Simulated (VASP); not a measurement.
CdS, 4 atoms in the cell. Symmetry: P6_3mc, No. 186, hexagonal system. Conventional cell: a = 4.081 Å, b = 4.081 Å, c = 6.631 Å, α = 90.00°, β = 90.00°, γ = 120.00°. Within 3.3 Å of Cd (site symmetry 3m) lie 4 S at 2.49 to 2.50 Å. S (site symmetry 3m) has 4 Cd at 2.49 to 2.50 Å within 3.3 Å.  This cell differs from its parent crystal: strain -2.0%.

| Quantity | Value |
| --- | --- |
| Program | VASP 6.6.1 |
| Task | dielectric tensor |
| Functional | r2SCAN |
| Potentials or basis | VASP PAW PBE potentials, release 64 (Cd, S) |
| Cutoff | 520 eV |
| k mesh | 6 × 6 × 4 |
| Occupations | gaussian, width 0.01 eV |
| Spin | no spin polarisation |
| Dipole correction | no |
| Further INCAR settings | ALGO = Normal; EDIFF = 1e-08 |

Potentials or basis: VASP PAW PBE potentials, release 64 (Cd, S).

Command:

```bash
$ cat potpaw_PBE.64/Cd/POTCAR potpaw_PBE.64/S/POTCAR > POTCAR
$ mpirun -np 1 vasp_std > vasp.out
```

Hardware: 1 thread of Oxide Virtual Turin-like Processor, on a shared host.

Estimate the wall time of this run.

Run time: 120 min on 1 thread of Oxide Virtual Turin-like Processor (shared host), peak memory 0.69 GiB. Counts: scf iterations 83, k points 21.
